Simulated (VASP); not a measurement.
Set up this calculation in VASP 6.6.1, as the native input.

* Task: relaxation of cell and atoms
* Functional: PBE
* Potentials or basis: VASP PAW PBE potentials, release 64 (Ti_sv, H)
* Cutoff: 600 eV
* k mesh: 12 × 12 × 4
* Occupations: gaussian, width 0.1 eV
* Spin: no spin polarisation
* Dipole correction: no
* Further INCAR settings: ALGO = Normal; EDIFF = 1e-07; IBRION = 2; EDIFFG = -0.01; NSW = 100; ISIF = 3

The structure of Ti3H2 lies in POSCAR:

```
Ti3H2
1.0
    2.9818112952      0.0000000000      0.0000000000
   -1.4909056476      2.5823243309      0.0000000000
    0.0000000000      0.0000000000      7.5284984358
Ti H
3 2
Direct
    0.3333333333      0.6666666667      0.3499081522
    0.6666666667      0.3333333333      0.6500918478
    0.0000000000      0.0000000000      0.0000000000
    0.3333333333      0.6666666667      0.0953195686
    0.6666666667      0.3333333333      0.9046804314
```

The input as run:

INCAR

```
PREC = Accurate
ENCUT = 600
EDIFF = 1E-7
ISMEAR = 0
SIGMA = 0.1
LREAL = False
LASPH = True
NELM = 60
ALGO = Normal
ISIF = 3
LWAVE = False
LCHARG = False
GGA = PE
IBRION = 2
NSW = 100
EDIFFG = -0.01
```

KPOINTS

```
regular mesh
0
Gamma
  12 12 4
```

Potentials or basis: VASP PAW PBE potentials, release 64 (Ti_sv, H).

The run is started by

```bash
$ cat potpaw_PBE.64/Ti_sv/POTCAR potpaw_PBE.64/H/POTCAR > POTCAR
$ mpirun -np 1 vasp_std > vasp.out
```

It gave:

```
Relaxed volume                        : 11.59 Å³/atom
Relaxed cell                          : a = 2.985 Å, b = 2.985 Å, c = 7.509 Å, α = 90.00°, β = 90.00°, γ = 120.00°
Space group after relaxing (to 0.1 Å) : P-3m1 (No. 164)
Energy gained by relaxing             : 0.3 meV/atom
Ionic steps                           : 4
Pressure after relaxing               : 0.0 GPa
Largest force after relaxing          : 0.003 eV/Å
Band gap on the k mesh                : zero (bands 19 and 20 overlap by 1.04 eV)
```

Run time: 2.4 min on 1 thread of Intel(R) Xeon(R) 6975P-C (Granite Rapids), with other jobs on the host, peak memory 0.25 GiB.
